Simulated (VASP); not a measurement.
## Si: single point with r2SCAN

Crystal: Si.

```
Si
1.0
    -1.60251    1.60251    1.32033
     1.60251   -1.60251    1.32033
     1.60251    1.60251   -1.32033
Si
1
Direct
  0.00000 0.00000 0.00000
```

This cell differs from its parent crystal: strain -0.015 along x and y, +0.000 along z.

| Property | Result |
| --- | --- |
| Program | VASP 6.6.1 |
| Task | single point |
| Functional | r2SCAN |
| Potentials or basis | VASP PAW PBE potentials, release 64 (Si) |
| Cutoff | 520 eV |
| k mesh | 22 × 22 × 22 |
| Occupations | gaussian, width 0.15 eV |
| Spin | no spin polarisation |

The pressure is 3.0 GPa and the band gap on the k mesh is zero (bands 2 and 3 overlap by 14.59 eV).

Stress tensor (GPa, compression positive):
```
4.31 0.00 0.00
0.00 4.31 0.00
0.00 0.00 0.35
```

Levels at points of the mesh, in eV from the Fermi level:
```csv
k point,band 1,band 2,band 3,band 4,band 5,band 6
"(0.00, 0.00, 0.00)",-15.96,10.39,11.42,11.42,14.30,15.35
"(0.50, 0.00, 0.00)",-7.18,-6.50,5.34,6.64,7.38,10.32
"(0.50, 0.50, 0.00)",-9.00,-8.14,9.75,11.91,12.63,12.81
"(0.50, 0.50, 0.50)",-2.56,-2.56,-1.00,1.13,4.19,6.84
```

Wall time 5.3 min on 1 thread of Intel Xeon 8259CL, on a shared host, peak memory 0.19 GiB.

Caveat: the cell differs from its parent crystal (strain -0.015 along x and y, +0.000 along z); the PAW data sets were made with another functional, which shifts forces and pressure a little.
